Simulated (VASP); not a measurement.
# BP (F-43m) in VASP: G0W0 quasiparticle levels with PBE

Aim: the G0W0 quasiparticle levels of BP with PBE.

Everything below comes from runs of VASP 6.6.1. Logs are shortened: lines on timing, memory, paths and dates and some standing lists are left out, and cuts for length are marked.

### Step 1. The cell of the first run

Symmetry: F-43m, No. 216, cubic system. Conventional cell: a = 4.537 Å, b = 4.537 Å, c = 4.537 Å, α = 90.00°, β = 90.00°, γ = 90.00°. B (site symmetry -43m) has 4 P at 1.96 Å within 2.6 Å. Within 2.6 Å of P (site symmetry -43m) lie 4 B at 1.96 Å.

### Step 2. G0W0 quasiparticle levels, PBE

Input file POSCAR:

```
BP
1.0
    0.0000000000      2.2683156724      2.2683156724
    2.2683156724      0.0000000000      2.2683156724
    2.2683156724      2.2683156724      0.0000000000
B P
1 1
Direct
    0.0000000000      0.0000000000      0.0000000000
    0.2500000000      0.2500000000      0.2500000000
```

Input file INCAR.step1:

```
SYSTEM = BP
ALGO = Normal
EDIFF = 1E-8
ENCUT = 500
GGA = PE
ISMEAR = 0
LASPH = .True.
LCHARG = .False.
LREAL = .False.
LWAVE = .True.
NELM = 80
PREC = Accurate
SIGMA = 0.01
```

Input file INCAR.step2:

```
SYSTEM = BP
ALGO = Exact
EDIFF = 1E-8
ENCUT = 500
GGA = PE
ISMEAR = 0
ISTART = 1
LASPH = .True.
LCHARG = .False.
LOPTICS = .True.
LREAL = .False.
LWAVE = .True.
NBANDS = 34
NELM = 1
PREC = Accurate
SIGMA = 0.01
```

Input file INCAR.step3:

```
SYSTEM = BP
ALGO = EVGW0
EDIFF = 1E-8
ENCUT = 500
ENCUTGW = 60
GGA = PE
ISMEAR = 0
ISTART = 1
LASPH = .True.
LCHARG = .False.
LREAL = .False.
LWAVE = .False.
NBANDS = 34
NBANDSGW = 12
NELMGW = 1
NOMEGA = 48
PREC = Accurate
PRECFOCK = Fast
SIGMA = 0.01
```

Input file KPOINTS:

```
k-points
0
Gamma
  4 4 4
  0 0 0
```

Potentials or basis: VASP PAW PBE potentials, release 64 (B_GW, P_GW).

Launch:

```bash
$ cat potpaw_PBE.64/B_GW/POTCAR potpaw_PBE.64/P_GW/POTCAR > POTCAR
$ cp INCAR.step1 INCAR
$ mpirun -np 1 vasp_std > vasp.out
$ cp INCAR.step2 INCAR
$ mpirun -np 1 vasp_std > vasp.out
$ cp INCAR.step3 INCAR
$ mpirun -np 1 vasp_std > vasp.out
```

OUTCAR:

```text
SYSTEM = BP
   EDIFF = 1E-8
   ENCUT = 500
   ENCUTGW = 60
   GGA = PE
   ISMEAR = 0
   ISTART = 1
   LASPH = .True.
   LREAL = .False.
   NELMGW = 1
   PREC = Accurate
   PRECFOCK = Fast

 ion  position               nearest neighbor table
   1  0.000  0.000  0.000-   2 1.96   2 1.96   2 1.96   2 1.96
   2  0.250  0.250  0.250-   1 1.96   1 1.96   1 1.96   1 1.96

  LATTYP: Found a face centered cubic cell.
 ALAT       =     4.5366313448

  Lattice vectors:

 A1 = (   0.0000000000,   2.2683156724,   2.2683156724)
 A2 = (   2.2683156724,   0.0000000000,   2.2683156724)
 A3 = (   2.2683156724,   2.2683156724,   0.0000000000)

Analysis of symmetry for initial positions (statically):
=====================================================================
 Subroutine PRICEL returns:
 Original cell was already a primitive cell.

 Routine SETGRP: Setting up the symmetry group for a
 face centered cubic supercell.

 Subroutine GETGRP returns: Found 24 space group operations
 (whereof 24 operations were pure point group operations)
 out of a pool of 48 trial point group operations.

The static configuration has the point symmetry T_d .

Analysis of symmetry for dynamics (positions and initial velocities):
=====================================================================
 Subroutine PRICEL returns:
 Original cell was already a primitive cell.

 Routine SETGRP: Setting up the symmetry group for a
 face centered cubic supercell.

 Subroutine GETGRP returns: Found 24 space group operations
 (whereof 24 operations were pure point group operations)
 out of a pool of 48 trial point group operations.

The dynamic configuration has the point symmetry T_d .

 Subroutine INISYM returns: Found 24 space group operations
 (whereof 24 operations are pure point group operations),
 and found     1 'primitive' translations

----------------------------------------------------------------------------------------

                                     Primitive cell

  volume of cell :      23.3421

  direct lattice vectors                    reciprocal lattice vectors
     0.000000000  2.268315672  2.268315672    -0.220427873  0.220427873  0.220427873
     2.268315672  0.000000000  2.268315672     0.220427873 -0.220427873  0.220427873
     2.268315672  2.268315672  0.000000000     0.220427873  0.220427873 -0.220427873

  length of vectors
     3.207882788  3.207882788  3.207882788     0.381792276  0.381792276  0.381792276

  position of ions in fractional coordinates (direct lattice)
     0.000000000  0.000000000  0.000000000
     0.250000000  0.250000000  0.250000000

  ion indices of the primitive-cell ions
   primitive index   ion index
                 1           1
                 2           2

----------------------------------------------------------------------------------------

 KPOINTS: k-points

Automatic generation of k-mesh.
 Grid dimensions read from file:
 generate k-points for:    4    4    4

 Generating k-lattice:

  Cartesian coordinates                     Fractional coordinates (reciprocal lattice)
    -0.055106968  0.055106968  0.055106968     0.250000000  0.000000000  0.000000000
     0.055106968 -0.055106968  0.055106968     0.000000000  0.250000000  0.000000000
     0.055106968  0.055106968 -0.055106968     0.000000000  0.000000000  0.250000000

  Length of vectors
     0.095448069  0.095448069  0.095448069

  Shift w.r.t. Gamma in fractional coordinates (k-lattice)
     0.000000000  0.000000000  0.000000000

 Subroutine IBZKPT returns following result:
 ===========================================

 Found      8 irreducible k-points:

 Following reciprocal coordinates:
            Coordinates               Weight
  0.000000  0.000000  0.000000      1.000000
  0.250000  0.000000  0.000000      8.000000
  0.500000  0.000000  0.000000      4.000000
  0.250000  0.250000  0.000000      6.000000
  0.500000  0.250000  0.000000     24.000000
 -0.250000  0.250000  0.000000     12.000000
  0.500000  0.500000  0.000000      3.000000
 -0.250000  0.500000  0.250000      6.000000
   k-points           NKPTS =      8   k-points in BZ     NKDIM =     64   number of bands    NBANDS=     34
   number of dos      NEDOS =    301   number of ions     NIONS =      2
   total plane-waves  NPLWV =  13824
   dimension x,y,z NGX =    24 NGY =   24 NGZ =   24
   dimension x,y,z NGXF=    48 NGYF=   48 NGZF=   48
   ions per type =               1   1
   NGX,Y,Z   is equivalent  to a cutoff of  12.44, 12.44, 12.44 a.u.
   NGXF,Y,Z  is equivalent  to a cutoff of  24.88, 24.88, 24.88 a.u.
 SYSTEM =  BP
   PREC   = accura    normal or accurate (medium, high low for compatibility)
   ISTART =      1    job   : 0-new  1-cont  2-samecut
   ICHARG =      0    charge: 1-file 2-atom 10-const
   ISPIN  =      1    spin polarized calculation?
   LNONCOLLINEAR =      F non collinear calculations
   LSORBIT =      F    spin-orbit coupling
   LASPH  =      T    aspherical Exc in radial PAW
   ENCUT  =  500.0 eV  36.75 Ry    6.06 a.u.   5.85  5.85  5.85*2*pi/ulx,y,z
   NELM   =     60;   NELMIN=  2; NELMDL=  0     # of ELM steps
   EDIFF  = 0.1E-07   stopping-criterion for ELM
   LREAL  =      F    real-space projection
   EDIFFG = 0.1E-06   stopping-criterion for IOM
   NSW    =      0    number of steps for IOM
   IBRION =     -1    ionic relax: 0-MD 1-quasi-New 2-CG
   NFREE  =      0    steps in history (QN), initial steepest desc. (CG)
   ISIF   =      0    stress and relaxation
   ISYM   =      3    0-nonsym 1-usesym 2-fastsym
   POTIM  = 0.5000    time-step for ionic-motion
   TEBEG  =    0.0;   TEEND  =   0.0 temperature during run
   PSTRESS=    0.0 pullay stress
   NELECT =       8.0000    total number of electrons
   NUPDOWN=      -1.0000    fix difference up-down
   EMIN   =  10.00;   EMAX   =-10.00  energy-range for DOS
   EFERMI =   0.00;   METHOD = LEGACY
   ISMEAR =     0;   SIGMA  =   0.01  broadening in eV -4-tet -1-fermi 0-gaus
   EFERMI_NEDOS =   21; number of points for ismear=-14 and -15
   IALGO  =     38    algorithm
   IMIX   =      4    mixing-type and parameters
     AMIX     =   0.40;   BMIX     =  1.00
     AMIX_MAG =   1.60;   BMIX_MAG =  1.00
  volume/ion in A,a.u.               =      11.67        78.76
  Fermi-wavevector in a.u.,A,eV,Ry     =   1.145666  2.164995 17.858333  1.312550
  Thomas-Fermi vector in A             =   2.282353
   LORBIT       =      0    0 simple, 1 ext, 2 COOP (PROOUT), +10 PAW based schemes
   GGA     = PE    functional components
   LHFCALC =     T    Hartree Fock is set to
   PRECFOCK=fast      Normal, Fast or Accurate (Low or Medium for compatibility)
   ENCUT4O =  -1.0   cutoff for four orbital integrals eV
   NKREDX  =     1    reduce k-point grid by
   NKREDY  =     1    reduce k-point grid by
   NKREDZ  =     1    reduce k-point grid by
   AEXX    =    1.0000 exact exchange contribution
   HFSCREEN=    0.0000 screening length (either q_TF or 0.3 A-1)
   HFSCREENC=   0.0000 screening length for correlation (either q_TF or 0.3 A-1)
   ENCUTFOCK=  -1.0 apply spherical cutoff to Coloumb kernel
   IVDW    =     0    specifies the selected vdW correction
   LEPSILON=     F    determine dielectric tensor
   LRPA    =     F    only Hartree local field effects (RPA)
   LRPAFORCE           =     F    calculate RPA forces
   ENCUTGW             =  60.0    cutoff for response function in eV
   ENCUTGWSOFT         =  48.0    soft cutoff for Coulomb kernel in GW response function in eV
   ENCUTLF             =  -1.0    cutoff for local field effects
   NELMGW              =     1    number of iterations in solving QP/BSE equation
   NELMHF              =     1    number of iterations in the inner HF iteration
   NKREDLFX            =     1    NKREDLFY  =   1   NKREDLFZ  =   1
 non-spin polarized calculation
 Gauss-broadening in eV      SIGMA  =   0.01
  energy-cutoff  :      500.00
  volume of cell :       23.34
 maximum number of plane-waves:       609
  NGX = 14; NGY = 14; NGZ = 14
   NGX = 11   NGY = 11   NGZ = 11
 maximum number of plane-waves:        28
 NGX is ok and might be reduce to    10

 QP shifts <psi_nk| G(iteration)W_0 |psi_nk>: iteration 1
 for sc-GW calculations column KS-energies equals QP-energies in previous step
 and V_xc(KS)=  KS-energies - (<T + V_ion + V_H > + <T+V_H+V_ion>^1  + <V_x>^1)

 k-point   1 :       0.0000    0.0000    0.0000
  band No.  KS-energies  QP-energies   sigma(KS)   V_xc(KS)     V^pw_x(r,r')   Z            occupation Imag(sigma)

      1      -8.2999      -8.7482     -12.6711     -12.0565     -20.4648       0.7295       2.0000       1.4719
      2       7.1822       7.2403     -13.2431     -13.3163     -15.2471       0.7928       2.0000       0.0638
      3       7.1822       7.2403     -13.2431     -13.3163     -15.2471       0.7928       2.0000       0.0638
      4       7.1822       7.2403     -13.2431     -13.3163     -15.2471       0.7928       2.0000       0.0638
      5      10.5714      11.3515     -11.0838     -12.0743      -6.9529       0.7876       0.0000      -0.0934
      6      10.5714      11.3515     -11.0838     -12.0743      -6.9529       0.7876       0.0000      -0.0934
      7      10.5714      11.3515     -11.0838     -12.0743      -6.9529       0.7876       0.0000      -0.0934
      8      14.5726      15.4763     -11.5783     -12.7551      -6.0777       0.7680       0.0000      -0.1955
      9      18.7027      18.8505      -9.2361      -9.4242      -3.3050       0.7861       0.0000      -0.3906
     10      19.1828      20.1461     -10.5161     -11.7601      -4.9434       0.7744       0.0000      -0.2914
     11      19.1828      20.1461     -10.5161     -11.7601      -4.9434       0.7744       0.0000      -0.2914
     12      22.8478      23.3145      -9.3285      -9.9237      -2.7878       0.7842       0.0000      -0.7846

 k-point   2 :       0.2500    0.0000    0.0000
  band No.  KS-energies  QP-energies   sigma(KS)   V_xc(KS)     V^pw_x(r,r')   Z            occupation Imag(sigma)
[... 97 lines left out ...]
      1      -3.1620      -3.3649     -13.1485     -12.8685     -19.1094       0.7244       2.0000       0.6305
      2      -0.8848      -1.2532     -13.1980     -12.6929     -18.3844       0.7293       2.0000       0.4032
      3       1.4892       1.1183     -12.2144     -11.7267     -15.5621       0.7606       2.0000       0.1712
      4       1.6957       1.3500     -12.2580     -11.8031     -15.5772       0.7600       2.0000       0.1666
      5      12.5005      13.1722     -10.5249     -11.3800      -5.8672       0.7856       0.0000      -0.1233
      6      13.9285      14.5201     -10.3910     -11.1427      -5.5931       0.7870       0.0000      -0.1479
      7      14.4197      15.3703     -10.9978     -12.2310      -5.6799       0.7708       0.0000      -0.1862
      8      14.6191      15.4669     -11.0311     -12.1337      -5.5683       0.7689       0.0000      -0.2075
      9      19.9564      21.0402     -11.1275     -12.5572      -4.5737       0.7581       0.0000      -0.4910
     10      23.2883      24.3672     -10.7622     -12.1877      -3.9253       0.7569       0.0000      -0.7053
     11      23.5353      24.6292     -11.3876     -12.8339      -4.5806       0.7564       0.0000      -0.7376
     12      27.8254      28.6644     -10.6599     -11.7740      -3.7048       0.7532       0.0000      -1.0547
```

Run time: 28 s. Hardware: 1 thread of Intel Xeon 8259CL, shared host; peak memory 0.2 GiB.

Results:

```
Band gap on the k mesh, mean-field level : 1.31 eV, indirect (least direct gap 3.39 eV)
Quasiparticle gap                        : 1.68 eV
Least direct quasiparticle gap           : 4.11 eV
```

Caveat: the k points lie up to 0.60 Å⁻¹ apart; bands, screening cutoff and mesh are small and nothing is extrapolated, so the quasiparticle values aren't converged. A k mesh can miss the band edges.
